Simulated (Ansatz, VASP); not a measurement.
## One calculation of Al, two programs

```
CELL_PARAMETERS angstrom
8.10000 0.00000 0.00000
0.00000 8.10000 0.00000
0.00000 0.00000 8.10000
ATOMIC_POSITIONS crystal
Al 0.24776 0.00000 0.74776
Al 0.75224 0.25224 0.00000
Al 0.75224 0.00000 0.25224
Al 0.00000 0.00000 0.00000
Al 0.24776 0.25224 0.00000
Al 0.50000 0.50000 0.00000
Al 0.75224 0.74776 0.00000
Al 0.24776 0.00000 0.25224
Al 0.50000 0.25224 0.25224
Al 0.75231 0.50000 0.25231
Al 0.50000 0.00000 0.50000
Al 0.75231 0.25231 0.50000
Al 0.75224 0.00000 0.74776
Al 0.00000 0.50000 0.00000
Al 0.24776 0.74776 0.00000
Al 0.00000 0.25231 0.25231
Al 0.24769 0.50000 0.25231
Al 0.50000 0.74776 0.25224
Al 0.00000 0.00000 0.50000
Al 0.24769 0.25231 0.50000
Al 0.50000 0.50000 0.50000
Al 0.75231 0.74769 0.50000
Al 0.50000 0.25224 0.74776
Al 0.75231 0.50000 0.74769
Al 0.00000 0.74769 0.25231
Al 0.00000 0.50000 0.50000
Al 0.24769 0.74769 0.50000
Al 0.00000 0.25231 0.74769
Al 0.24769 0.50000 0.74769
Al 0.50000 0.74776 0.74776
Al 0.00000 0.74769 0.74769
```

Alike in both runs: functional r2SCAN; k mesh 2 × 2 × 2; occupations gaussian, width 0.15 eV; no spin polarisation.

Ansatz relaxed the structure, and its values are those at the end. VASP's run is a single point on that final structure, the one shown.

|  | VASP | Ansatz |
| --- | --- | --- |
| version | VASP 6.6.1 | Ansatz 0.2.0 |
| potentials or method | VASP PAW PBE potentials, release 64 (Al), cutoff 520 eV | scalar-relativistic, plane waves, PAW |
| valence electrons in the cell | 93 | 93 |

```tsv
	VASP	Ansatz	Ansatz less VASP
rms of the force components (eV/Å)	0.010	0.007	-0.0031
```

VASP's potentials were made for PBE, not for r2SCAN.

The k mesh is coarse, so the values compare programs but aren't converged.
